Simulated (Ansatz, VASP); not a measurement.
## PbSe in VASP and in Ansatz

Contents of INCAR:

```
SYSTEM = PbSe
PREC = Accurate
ENCUT = 520
EDIFF = 1E-6
ISMEAR = 0
SIGMA = 0.03
LREAL = .FALSE.
LASPH = .TRUE.
NELM = 100
ALGO = Normal
ISIF = 2
LWAVE = .FALSE.
LCHARG = .TRUE.
GGA = PE
IVDW = 12
LELF = .TRUE.
LVHAR = .TRUE.
NBANDS = 17
```

File KPOINTS:

```
regular mesh
0
G
  10 10 10
  0 0 0
```

Contents of POSCAR:

```
PbSe
1.0
    0.0000000000      3.0010784317      3.0496959023
    3.0010784317      0.0000000000      3.0496959023
    3.0010784317      3.0010784317      0.0000000000
Pb Se
1 1
Direct
    0.0000000000      0.0000000000      0.0000000000
    0.5000000000      0.5000000000      0.5000000000
```

Input for Ansatz:

```yaml
crystal:
  lattice:
    - [0.0, 3.0010784317, 3.0496959023]
    - [3.0010784317, 0.0, 3.0496959023]
    - [3.0010784317, 3.0010784317, 0.0]
  atoms:
    - { symbol: Pb, position: [0.0, 0.0, 0.0] }
    - { symbol: Se, position: [0.5, 0.5, 0.5] }
basis:
  ecutwfc: 420
kpoints:
  mp_grid: { grid: [10, 10, 10] }
hamiltonian:
  xc: pbe
  dispersion: d3bj
scf:
  occupations: { method: gaussian, width: 0.03 }
output:
  forces: true
  stress: true
  eigenvalues: true
```

Alike in both runs: task single point; functional PBE; dispersion D3(BJ); k mesh 10 × 10 × 10; occupations gaussian, width 0.03 eV; no spin polarisation.

|  | VASP | Ansatz |
| --- | --- | --- |
| version | VASP 6.6.1 | Ansatz 0.2.0 |
| potentials or method | VASP PAW PBE potentials, release 64 (Pb_d, Se), cutoff 520 eV | scalar-relativistic, plane waves, PAW |
| valence electrons in the cell | 20 | 30 |

|  | VASP | Ansatz | Ansatz less VASP |
| --- | --- | --- | --- |
| gap on the k mesh at the Fermi level (eV) | 0.13 | 0.13 | -0.005 |
| least direct gap on the mesh (eV) | 0.13 | 0.13 | -0.005 |
| pressure (GPa) | 2.9 | 2.9 | +0.02 |
| traceless stress, the component that is largest in VASP (GPa) | -1.63 | -1.62 | +0.003 |

VASP's potentials hold 20 valence electrons a cell and Ansatz's 30, so a difference there can come from the potentials and not from the codes.

Spin-orbit coupling is off throughout.
